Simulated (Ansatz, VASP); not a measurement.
# HPbNO4: VASP beside Ansatz

```
CELL_PARAMETERS angstrom
4.27531 -0.00040 0.00636
-2.08399 5.20775 -0.04907
-2.12377 -1.86574 4.91491
ATOMIC_POSITIONS crystal
H 0.99073 0.03330 0.90994
Pb 0.50274 0.81989 0.14287
N 0.00838 0.47408 0.50265
O 0.99816 0.92741 0.02877
O 0.19467 0.73435 0.60852
O 0.81673 0.35882 0.24556
O 0.01381 0.33121 0.65217
```

Alike in both runs: functional LDA; k mesh 8 × 6 × 6; occupations fermi-dirac, width 0.05 eV; no spin polarisation.

|  | VASP | Ansatz |
| --- | --- | --- |
| version | VASP 6.6.1 | Ansatz 0.2.0 |
| potentials or method | VASP PAW LDA potentials, release 64 (H, Pb_d, N, O) | Ansatz PAW |
| plane-wave cutoff (eV) | 520 | 420 |
| valence electrons in the cell | 44 | 44 |
| task | single point | band structure |

```tsv
	VASP	Ansatz	Ansatz less VASP
gap on the k mesh at the Fermi level (eV)	2.72	2.75	+0.038
least direct gap on the mesh (eV)	3.08	3.12	+0.038
pressure (GPa)	-4.4	-5.5	-1.08
traceless stress, the component that is largest in VASP (GPa)	-0.45	-0.30	+0.154
rms of the force components (eV/Å)	0.244	0.403	+0.1588
```

LDA's correlation is that of Perdew and Zunger in VASP and of Perdew and Wang (1992) in Ansatz. Atom by atom the forces differ by 0.234 eV/Å (rms over components). One of these differences is far larger than is usual between the two programs; its cause wasn't traced.

Spin-orbit coupling is off throughout.
